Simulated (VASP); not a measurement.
# KI: single point with PBE

KI:

```
K I
1.0
     4.29094    0.00000    0.00000
     0.00000    4.29094    0.00000
     0.00000    0.00000    4.27549
K I
1 1
Cartesian
  0.0000 0.0000 0.0000
  2.1455 2.1455 2.1377
```

This cell differs from its parent crystal: uniaxial z strain -0.4%.

```json
{
  "Program": "VASP 6.6.1",
  "Task": "single point",
  "Functional": "PBE",
  "Potentials or basis": "VASP PAW PBE potentials, release 64 (K_sv, I)",
  "Cutoff": "520 eV",
  "k mesh": "6 × 6 × 6",
  "Occupations": "fermi-dirac, width 0.02 eV",
  "Spin": "no spin polarisation",
  "Dipole correction": "no",
  "Further INCAR settings": "ALGO = Normal; EDIFF = 1e-06; NBANDS = 15"
}
```

```json
{
 "Pressure": "0.6 GPa",
 "Band gap on the k mesh": "3.33 eV, indirect (least direct gap 3.69 eV)"
}
```

Stress tensor (GPa, compression positive):
```
0.53 0.00 0.00
0.00 0.53 0.00
0.00 0.00 0.64
```

Levels at points of the mesh, in eV from the valence-band top:
| k point | band 6 | band 7 | band 8 | band 9 | band 10 | band 11 |
| --- | --- | --- | --- | --- | --- | --- |
| (0.00, 0.00, 0.00) | -0.38 | -0.38 | -0.36 | 3.33 | 4.74 | 4.75 |
| (0.50, 0.00, 0.00) | -2.31 | -0.31 | -0.29 | 5.48 | 6.16 | 7.04 |
| (0.50, 0.50, 0.00) | -1.73 | -1.73 | 0.00 | 3.90 | 5.70 | 6.80 |
| (0.00, 0.00, 0.50) | -2.32 | -0.31 | -0.31 | 5.48 | 6.17 | 7.03 |
| (0.50, 0.00, 0.50) | -1.74 | -1.73 | -0.02 | 3.90 | 5.68 | 6.77 |
| (0.50, 0.50, 0.50) | -1.69 | -1.68 | -1.68 | 5.62 | 5.62 | 5.62 |

Run time: 31 s on 1 thread of AMD EPYC 7R43 64-Core Processor (Zen 3) (shared host), peak memory 0.17 GiB.

Caveat: the cell differs from its parent crystal (uniaxial z strain -0.4%); spin-orbit coupling is left out, which moves the levels of the heavy elements. A k mesh can miss the band edges.
